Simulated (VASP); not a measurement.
# Mo (Pm-3m) in VASP: notebook, part 2 of 2

VASP 6.6.1.

**3. Single point, PBE (volume scaled by 0.88)**

INCAR

```
SYSTEM = Mo
ALGO = Normal
EDIFF = 1E-6
ENCUT = 520
GGA = PE
ISIF = 2
ISMEAR = -1
LASPH = .True.
LCHARG = .False.
LREAL = .False.
LWAVE = .False.
NBANDS = 13
NELM = 100
PREC = Accurate
SIGMA = 0.1
```

KPOINTS

```
k-points
0
Gamma
  14 14 14
  0 0 0
```

POSCAR

```
Mo
1.0
    2.4953101226      0.0000000000      0.0000000000
    0.0000000000      2.4953101226      0.0000000000
    0.0000000000      0.0000000000      2.4953101226
Mo
1
Direct
    0.0000000000      0.0000000000      0.0000000000
```

Potentials or basis: VASP PAW PBE potentials, release 64 (Mo_sv).

Command:

```
> cat potpaw_PBE.64/Mo_sv/POTCAR > POTCAR
> mpirun -np 1 vasp_std > vasp.out
```

OUTCAR:

```text
SYSTEM = Mo
   EDIFF = 1E-6
   ENCUT = 520
   GGA = PE
   ISIF = 2
   ISMEAR = -1
   LASPH = .True.
   LREAL = .False.
   NELM = 100
   PREC = Accurate

 ion  position               nearest neighbor table
   1  0.000  0.000  0.000-

  LATTYP: Found a simple cubic cell.
 ALAT       =     2.4953101226

  Lattice vectors:

 A1 = (   2.4953101226,   0.0000000000,   0.0000000000)
 A2 = (   0.0000000000,   2.4953101226,   0.0000000000)
 A3 = (   0.0000000000,   0.0000000000,   2.4953101226)

Analysis of symmetry for initial positions (statically):
=====================================================================
 Subroutine PRICEL returns:
 Original cell was already a primitive cell.

 Routine SETGRP: Setting up the symmetry group for a
 simple cubic supercell.

 Subroutine GETGRP returns: Found 48 space group operations
 (whereof 48 operations were pure point group operations)
 out of a pool of 48 trial point group operations.

The static configuration has the point symmetry O_h .

Analysis of symmetry for dynamics (positions and initial velocities):
=====================================================================
 Subroutine PRICEL returns:
 Original cell was already a primitive cell.

 Routine SETGRP: Setting up the symmetry group for a
 simple cubic supercell.

 Subroutine GETGRP returns: Found 48 space group operations
 (whereof 48 operations were pure point group operations)
 out of a pool of 48 trial point group operations.

The dynamic configuration has the point symmetry O_h .

 Subroutine INISYM returns: Found 48 space group operations
 (whereof 48 operations are pure point group operations),
 and found     1 'primitive' translations

----------------------------------------------------------------------------------------

                                     Primitive cell

[... 113 lines left out ...]
   GGA     = PE    functional components
   LHFCALC =     F    Hartree Fock is set to
   AEXX    =    0.0000 exact exchange contribution
   IVDW    =     0    specifies the selected vdW correction
   LEPSILON=     F    determine dielectric tensor
   LRPA    =     F    only Hartree local field effects (RPA)
 non-spin polarized calculation
  energy-cutoff  :      520.00
  volume of cell :       15.54
 maximum number of plane-waves:       437
 NGX is ok and might be reduce to    20
   NGX =  9   NGY =  9   NGZ =  9

 number of electron      14.0000004 magnetization

 Free energy of the ion-electron system (eV)
  ---------------------------------------------------
  ext. energy  EPLUGINS =         0.00000000
  ---------------------------------------------------
  free energy    TOTEN  =        -9.62270138 eV

  energy without entropy =       -9.59062138  energy(sigma->0) =       -9.60666138

 E-fermi :  12.5906     XC(G=0): -13.2749

 val. band max:       12.5834940539   @ k =   0.3571   0.2857   0.2143
 cond. band min:      12.6049606713   @ k =   0.4286   0.2857   0.2143
 fundamental gap:      0.0214666174
 Fermi energy:        12.5906013201

 k-point     1 :       0.0000    0.0000    0.0000
  band No.  band energies     occupation
      1     -48.6366      2.00000
      2     -21.5790      2.00000
      3     -21.5790      2.00000
      4     -21.5790      2.00000
      5       5.7039      2.00000
      6       7.7004      2.00000
      7       7.7004      2.00000
      8      17.0979      0.00000
      9      17.0979      0.00000
     10      17.0979      0.00000
     11      29.1352      0.00000
     12      29.1352      0.00000
     13      29.1352      0.00000
[... 354 lines left out ...]
  band No.  band energies     occupation
      1     -48.2720      2.00000
      2     -23.1945      2.00000
      3     -22.2381      2.00000
      4     -21.3438      2.00000
      5       8.6187      2.00000
      6       9.3444      2.00000
      7      11.6205      1.99988
      8      14.0642      0.00000
      9      14.9762      0.00000
     10      15.8108      0.00000
     11      23.6384      0.00000
     12      28.9236      0.00000
     13      30.5178      0.00000

 [... further k-points ...]

------------------------ aborting loop because EDIFF is reached ----------------------------------------

  FORCE on cell =-STRESS in cart. coord.  units (eV):
  Direction    XX          YY          ZZ          XY          YZ          ZX
  --------------------------------------------------------------------------------------
  -------------------------------------------------------------------------------------
  Total        2.9999863      2.9999863      2.9999863      0.0000000      0.0000000      0.0000000
  in kB      309.3543811    309.3543811    309.3543811      0.0000000      0.0000000      0.0000000
  external PRESSURE =     309.3543811 kB  Pullay stress =       0.0000000 kB

 VOLUME and BASIS-vectors are now :
 -----------------------------------------------------------------------------
  energy-cutoff  :      520.00
  volume of cell :       15.54
      direct lattice vectors                 reciprocal lattice vectors
     2.495310123  0.000000000  0.000000000     0.400751791  0.000000000  0.000000000
     0.000000000  2.495310123  0.000000000     0.000000000  0.400751791  0.000000000
     0.000000000  0.000000000  2.495310123     0.000000000  0.000000000  0.400751791

 POSITION                                       TOTAL-FORCE (eV/Angst)
 -----------------------------------------------------------------------------------
      0.00000      0.00000      0.00000         0.000000      0.000000      0.000000
 -----------------------------------------------------------------------------------
    total drift:                               -0.000000     -0.000000     -0.000000

  FREE ENERGIE OF THE ION-ELECTRON SYSTEM (eV)
  ---------------------------------------------------
  free  energy   TOTEN  =        -9.6227013810 eV

  energy  without entropy=       -9.5906213790  energy(sigma->0) =       -9.60666138
```

OSZICAR:

```text
N       E                     dE             d eps       ncg     rms          rms(c)
DAV:   1     0.100225909793E+03    0.10023E+03   -0.81552E+03  3120   0.111E+03
DAV:   2    -0.871586467257E+01   -0.10894E+03   -0.10434E+03  3525   0.317E+02
DAV:   3    -0.996348411023E+01   -0.12476E+01   -0.12431E+01  3625   0.343E+01
DAV:   4    -0.996652186209E+01   -0.30378E-02   -0.30377E-02  3445   0.205E+00
DAV:   5    -0.996654314795E+01   -0.21286E-04   -0.21286E-04  3665   0.152E-01    0.161E+01
DAV:   6    -0.966438725050E+01    0.30216E+00   -0.37934E-01  3155   0.746E+00    0.614E+00
DAV:   7    -0.962450242757E+01    0.39885E-01   -0.86979E-02  3375   0.345E+00    0.893E-01
DAV:   8    -0.962271712153E+01    0.17853E-02   -0.40717E-03  3240   0.798E-01    0.749E-02
DAV:   9    -0.962270021292E+01    0.16909E-04   -0.39656E-05  3700   0.828E-02    0.520E-02
DAV:  10    -0.962270114143E+01   -0.92851E-06   -0.16378E-05  3310   0.502E-02    0.605E-03
DAV:  11    -0.962270138099E+01   -0.23956E-06   -0.35929E-07  1805   0.793E-03
   1 F= -.96227014E+01 E0= -.96066614E+01  d E =-.320800E-01
```

Run time: 7.3 s. Hardware: 1 thread of AMD EPYC 9R45 (Zen 5), shared host; peak memory 0.11 GiB.

What came out:

```yaml
Free_energy: -9.6227 eV
Pressure: 30.9 GPa
Band_gap_on_the_k_mesh: zero (band 7 reaches 14.30 eV, above the bottom of band 8 at 11.73 eV)
```

**4. Single point, PBE (volume scaled by 0.92)**

INCAR

```
PREC = Accurate ; ENCUT = 520
EDIFF = 1E-7 ; ISMEAR = -1
SIGMA = 0.1 ; LREAL = False
LASPH = True ; NELM = 80
ALGO = Normal ; ISIF = 2
LWAVE = False ; LCHARG = True
GGA = PE ; LELF = True
LVHAR = True ; NBANDS = 13
```

KPOINTS

```
regular mesh
0
Gamma
  14 14 14
```

POSCAR

```
Mo
1.0
    2.5325590489      0.0000000000      0.0000000000
    0.0000000000      2.5325590489      0.0000000000
    0.0000000000      0.0000000000      2.5325590489
Mo
1
Direct
    0.0000000000      0.0000000000      0.0000000000
```

Command:

```
> cat potpaw_PBE.64/Mo_sv/POTCAR > POTCAR
> mpirun -np 1 vasp_std > vasp.out
```

Run time: 8.8 s. Hardware: 1 thread of AMD EPYC 9R45 (Zen 5), shared host; peak memory 0.11 GiB.

Results (log left out):

```yaml
Free_energy: -9.7302 eV
Pressure: 18.2 GPa
Band_gap_on_the_k_mesh: zero (band 7 reaches 13.53 eV, above the bottom of band 8 at 11.00 eV)
```

Levels at points of the mesh, in eV from the Fermi level:
```csv
k point,band 4,band 5,band 6,band 7,band 8,band 9,band 10,band 11
"(0.00, 0.00, 0.00)",-34.25,-6.75,-4.62,-4.62,4.25,4.25,4.25,16.15
"(0.50, 0.00, 0.00)",-34.08,-3.64,-3.63,0.14,0.63,0.63,4.62,10.07
"(0.50, 0.50, 0.00)",-33.91,-5.95,-2.42,1.38,1.38,6.22,6.22,6.75
"(0.50, 0.50, 0.50)",-35.57,-4.20,-4.20,-4.20,7.00,7.00,7.53,13.92
```

**5. Overview**

```tsv
cell	k mesh	gap on the mesh (eV)	pressure (GPa)
a = 2.604 Å, 1 atom	12 × 12 × 12	none	0.5
a = 2.495 Å, 1 atom	14 × 14 × 14	none	30.9
a = 2.533 Å, 1 atom	14 × 14 × 14	none	18.2
```

Alike in all rows: task single point; level PBE; potentials or basis VASP PAW PBE potentials, release 64 (Mo_sv); no spin polarisation; cutoff (eV) 520; smearing fermi-dirac 0.1 eV.

Total energies depend on the potentials used, so only differences within one code and one set of settings carry meaning.
